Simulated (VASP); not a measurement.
Al2O3: single point with LDA

Al2O3:

```
Al O
1.0
     2.83780    0.00000    0.00000
    -1.41890    2.45760    0.00000
     0.00000    0.00000    9.64544
Al O
2 3
Cartesian
  0.0000 0.0000 1.4467
  0.0000 0.0000 8.1987
  0.0000 1.6384 2.1443
  1.4189 0.8192 0.0000
  0.0000 1.6384 7.5011
```

This cell differs from its parent crystal: ratio of the length along z to the lengths across it x 1.05, volume and fractional coordinates fixed.

- Program: VASP 6.6.1
- Task: single point
- Functional: LDA
- Potentials or basis: VASP PAW LDA potentials, release 64 (Al, O)
- Cutoff: 520 eV
- k mesh: 12 × 12 × 4
- Occupations: gaussian, width 0.05 eV
- Spin: no spin polarisation
- Dipole correction: no
- Further INCAR settings: ALGO = Normal; EDIFF = 1e-06; NBANDS = 20

```json
{
 "Pressure": "-4.0 GPa",
 "Largest force": "0.649 eV/Å",
 "Band gap on the k mesh": "5.16 eV, indirect (least direct gap 5.25 eV)"
}
```

Forces in eV/Å, atoms in the order of the input:
```
Al   0.000  0.000 -0.649
Al   0.000  0.000  0.649
O    0.000  0.000 -0.577
O    0.000  0.000  0.000
O    0.000  0.000  0.577
```

Stress tensor (GPa, compression positive):
```
 -0.67   0.00   0.00
  0.00  -0.67   0.00
  0.00   0.00 -10.54
```

Levels at points of the mesh, in eV from the valence-band top:
| k point | band 8 | band 9 | band 10 | band 11 | band 12 | band 13 | band 14 | band 15 | band 16 | band 17 |
| --- | --- | --- | --- | --- | --- | --- | --- | --- | --- | --- |
| (0.00, 0.00, 0.00) | -1.10 | -1.10 | -0.26 | -0.09 | -0.09 | 5.16 | 7.86 | 8.00 | 9.39 | 12.63 |
| (0.50, 0.00, 0.00) | -2.20 | -1.85 | -0.80 | -0.72 | -0.55 | 8.09 | 8.65 | 9.05 | 10.70 | 12.40 |
| (0.00, 0.00, 0.50) | -1.10 | -1.10 | -0.30 | -0.09 | -0.09 | 5.28 | 7.31 | 8.35 | 9.63 | 12.50 |
| (0.50, 0.00, 0.50) | -2.21 | -1.85 | -0.80 | -0.72 | -0.55 | 8.11 | 8.62 | 9.07 | 10.59 | 12.78 |

Wall time 77 s on 1 thread of Intel(R) Xeon(R) 6975P-C (Granite Rapids), on a shared host, peak memory 0.19 GiB.

 A k mesh can miss the band edges.
